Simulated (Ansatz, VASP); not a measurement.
One calculation of Pt, two programs

```
CELL_PARAMETERS angstrom
0.00000 -1.95897 -1.95897
0.00000 1.95897 -1.95897
3.91794 0.00000 0.00000
ATOMIC_POSITIONS crystal
Pt 0.53966 0.49433 0.50000
Pt 0.96034 0.00567 0.00000
```

Change from the starting cell: mode 4 frozen in at -0.089 Å and mode 5 at -0.067 Å (largest displacements).

Alike in both runs: task single point; functional PBEsol; k mesh 16 × 16 × 12; occupations gaussian, width 0.15 eV; no spin polarisation.

|  | VASP | Ansatz |
| --- | --- | --- |
| version | VASP 6.6.1 | Ansatz 0.2.0 |
| potentials or method | VASP PAW PBE potentials, release 64 (Pt), cutoff 520 eV | scalar-relativistic, plane waves, PAW |
| valence electrons in the cell | 20 | 36 |

Ansatz gave:

- gap on the k mesh at the Fermi level (eV): none
- pressure (GPa): 3.4
- traceless stress, the component that is largest in VASP (GPa): 2.56
- rms of the force components (eV/Å): 0.642

Question: Which values does VASP return?

Answer: gap on the k mesh at the Fermi level (eV): none; pressure (GPa): 3.0; traceless stress, the component that is largest in VASP (GPa): 2.54; rms of the force components (eV/Å): 0.638.

VASP's potentials were made for PBE, not for PBEsol, and Ansatz warns of the same on its side. Atom by atom the forces differ by 0.004 eV/Å (rms over components). A gap of «none» marks a metal or a gap that the smearing closes. VASP's potentials hold 20 valence electrons a cell and Ansatz's 36, so a difference there can come from the potentials and not from the codes.

Spin-orbit coupling is off throughout.
